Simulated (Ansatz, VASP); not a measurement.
# One calculation of Al, two programs

The input INCAR:

```
SYSTEM = Al
ALGO     = Normal         ! electronic algorithm
EDIFF    = 1E-7           ! SCF threshold, eV
ENCUT    = 520            ! plane-wave cutoff, eV
GGA      = PE             ! functional
ISIF     = 2              ! what is computed and relaxed
ISMEAR   = 0              ! smearing method
IVDW     = 12             ! dispersion correction
LASPH    = .True.         ! aspherical terms in the spheres
LCHARG   = .False.        ! write CHGCAR
LREAL    = .False.        ! projectors in reciprocal space
LWAVE    = .False.        ! write WAVECAR
NBANDS   = 14             ! bands
NELM     = 80             ! most SCF steps
PREC     = Accurate       ! precision mode
SIGMA    = 0.15           ! smearing width, eV
```

KPOINTS

```
k-points
0
Gamma
  18 18 4
  0 0 0
```

Contents of POSCAR:

```
Al
1.0
    2.6568000000      0.0000000000      0.0000000000
   -1.3284000000      2.3008562928      0.0000000000
    0.0000000000      0.0000000000      9.6403000000
Al
4
Direct
    0.0000000000      0.0000000000      0.0000000000
    0.3333333333      0.6666666667      0.2500000000
    0.0000000000      0.0000000000      0.5000000000
    0.6666666667      0.3333333333      0.7500000000
```

Input for Ansatz:

```yaml
crystal:
  lattice:
    - [2.6568, 0.0, 0.0]
    - [-1.3284, 2.3008562928, 0.0]
    - [0.0, 0.0, 9.6403]
  atoms:
    - { symbol: Al, position: [0.0, 0.0, 0.0] }
    - { symbol: Al, position: [0.3333333333, 0.6666666667, 0.25] }
    - { symbol: Al, position: [0.0, 0.0, 0.5] }
    - { symbol: Al, position: [0.6666666667, 0.3333333333, 0.75] }
basis:
  ecutwfc: 420
kpoints:
  mp_grid: { grid: [18, 18, 4] }
hamiltonian:
  xc: pbe
  pseudopotentials: { kind: paw, azcp: { folder: soft_1 } }
  dispersion: d3bj
scf:
  occupations: { method: gaussian, width: 0.15 }
output:
  forces: true
  stress: true
  eigenvalues: true
```

Alike in both runs: task single point; functional PBE; dispersion D3(BJ); k mesh 18 × 18 × 4; occupations gaussian, width 0.15 eV; no spin polarisation.

|  | VASP | Ansatz |
| --- | --- | --- |
| version | VASP 6.6.1 | Ansatz 0.2.0 |
| potentials or method | VASP PAW PBE potentials, release 64 (Al), cutoff 520 eV | scalar-relativistic, plane waves, PAW |
| valence electrons in the cell | 12 | 12 |

```tsv
	VASP	Ansatz	Ansatz less VASP
gap on the k mesh at the Fermi level (eV)	none	none	-
pressure (GPa)	9.1	9.1	-0.01
traceless stress, the component that is largest in VASP (GPa)	-8.76	-8.76	+0.003
```

A gap of «none» marks a metal or a gap that the smearing closes.
